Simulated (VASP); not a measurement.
Set up this calculation in VASP 6.6.1, as the native input.

```yaml
Task: relaxation of the atoms
Functional: PBE
Potentials_or_basis: VASP PAW PBE potentials, release 64 (Si)
Cutoff: 520 eV
k_mesh: 2 × 2 × 2
Occupations: gaussian, width 0.02 eV
Spin: no spin polarisation
Dipole_correction: no
Further_INCAR_settings: LREAL = Auto; ALGO = Normal; EDIFF = 1e-07; IBRION = 2; EDIFFG = -0.02; NSW = 80
```

The structure of Si (a cell with a defect) lies in POSCAR:

```
Si
1.0
    0.0000000000      5.4700937548     -5.4700937548
    5.4700937548      5.4700937548      0.0000000000
    5.4700937548      0.0000000000     -5.4700937548
Si
15
Direct
    0.2500000000     -0.2500000000      0.2500000000
    0.1250000000      0.6250000000      0.1250000000
    0.6250000000      0.1250000000      0.1250000000
    0.6250000000      0.6250000000      0.1250000000
    0.1250000000      0.1250000000      0.6250000000
    0.1250000000      0.6250000000      0.6250000000
    0.6250000000      0.1250000000      0.6250000000
    0.6250000000      0.6250000000      0.6250000000
    0.2500000000      0.2500000000      0.2500000000
    0.7500000000      0.7500000000      0.2500000000
    0.7500000000      0.2500000000      0.2500000000
    0.2500000000      0.7500000000      0.7500000000
    0.2500000000      0.2500000000      0.7500000000
    0.7500000000      0.7500000000      0.7500000000
    0.7500000000      0.2500000000      0.7500000000
```

One way to write it, as run:

INCAR

```
SYSTEM = Si
PREC     = Accurate       ! precision mode
ENCUT    = 520            ! plane-wave cutoff, eV
EDIFF    = 1E-7           ! SCF threshold, eV
ISMEAR   = 0              ! smearing method
SIGMA    = 0.02           ! smearing width, eV
LREAL    = Auto         
LASPH    = .True.         ! aspherical terms in the spheres
NELM     = 60             ! most SCF steps
ALGO     = Normal         ! electronic algorithm
ISIF     = 2              ! what is computed and relaxed
LWAVE    = .False.        ! write WAVECAR
LCHARG   = .False.        ! write CHGCAR
GGA      = PE             ! functional
IBRION   = 2              ! ionic algorithm
NSW      = 80             ! ionic steps
EDIFFG   = -0.02          ! ionic threshold
```

KPOINTS

```
Automatic mesh
0
Gamma
  2 2 2
  0 0 0
```

Potentials or basis: VASP PAW PBE potentials, release 64 (Si).

Run with:

```bash
$ cat potpaw_PBE.64/Si/POTCAR > POTCAR
$ mpirun -np 1 vasp_std > vasp.out
```

Results of the run:

| Item | Value |
| --- | --- |
| Energy gained by relaxing | 0.1 meV/atom |
| Ionic steps | 5 |
| Pressure after relaxing | -1.4 GPa |
| Largest force after relaxing | 0.019 eV/Å |
| Band gap on the k mesh | zero (band 30 reaches 5.92 eV, above the bottom of band 31 at 5.76 eV) |

Caveat: the k points lie up to 0.50 Å⁻¹ apart.

Wall time 96 s on 1 thread of Intel(R) Xeon(R) 6975P-C (Granite Rapids), on a shared host, peak memory 0.49 GiB.
